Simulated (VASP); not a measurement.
Write the native input for VASP 6.6.1 that does the following.

```
Task                   : single point
Functional             : r2SCAN
Potentials or basis    : VASP PAW PBE potentials, release 64 (In_d, P)
Cutoff                 : 520 eV
k mesh                 : 10 × 10 × 10
Occupations            : gaussian, width 0.05 eV
Spin                   : no spin polarisation
Dipole correction      : no
Further INCAR settings : ALGO = Normal; EDIFF = 1e-07; NBANDS = 16
```

Crystal: InP.

```
In P
1.0
     0.00000    2.93050    2.93050
     2.93050    0.00000    2.93050
     2.93050    2.93050    0.00000
In P
1 1
Direct
  0.00000 0.00000 0.00000
  0.75000 0.75000 0.75000
```

One way to write it, as run:

POSCAR

```
InP
1.0
    0.0000000000      2.9305000000      2.9305000000
    2.9305000000      0.0000000000      2.9305000000
    2.9305000000      2.9305000000      0.0000000000
In P
1 1
Direct
    0.0000000000      0.0000000000      0.0000000000
    0.7500000000      0.7500000000      0.7500000000
```

INCAR.step1

```
SYSTEM = InP
PREC = Accurate ; ENCUT = 520
ISMEAR = 0 ; SIGMA = 0.05
LREAL = .FALSE. ; LASPH = .TRUE.
NELM = 100 ; NBANDS = 16
GGA = PE ; ALGO = Normal
EDIFF = 1E-4 ; LWAVE = .TRUE.
LCHARG = .FALSE.
```

INCAR.step2

```
SYSTEM = InP
PREC = Accurate ; ENCUT = 520
EDIFF = 1E-7 ; ISMEAR = 0
SIGMA = 0.05 ; LREAL = .FALSE.
LASPH = .TRUE. ; NELM = 100
ALGO = Normal ; ISIF = 2
LWAVE = .FALSE. ; LCHARG = .FALSE.
METAGGA = R2SCAN ; LMIXTAU = .TRUE.
NBANDS = 16 ; ISTART = 1
```

KPOINTS

```
Automatic mesh
0
G
  10 10 10
  0 0 0
```

Potentials or basis: VASP PAW PBE potentials, release 64 (In_d, P).

Run with:

```bash
$ cat potpaw_PBE.64/In_d/POTCAR potpaw_PBE.64/P/POTCAR > POTCAR
$ cp INCAR.step1 INCAR
$ mpirun -np 1 vasp_std > vasp.out
$ cp INCAR.step2 INCAR
$ mpirun -np 1 vasp_std > vasp.out
```

Results of the run:

| Property | Result |
| --- | --- |
| Pressure | 1.6 GPa |
| Band gap on the k mesh | 1.17 eV, direct |

Caveat: the PAW data sets were made with another functional, which shifts forces and pressure a little; spin-orbit coupling is left out, which moves the levels of the heavy elements.

It took 100 s on 1 thread of AMD EPYC 9R45 96-Core Processor (Zen 5), with other jobs on the host, peak memory 0.17 GiB.
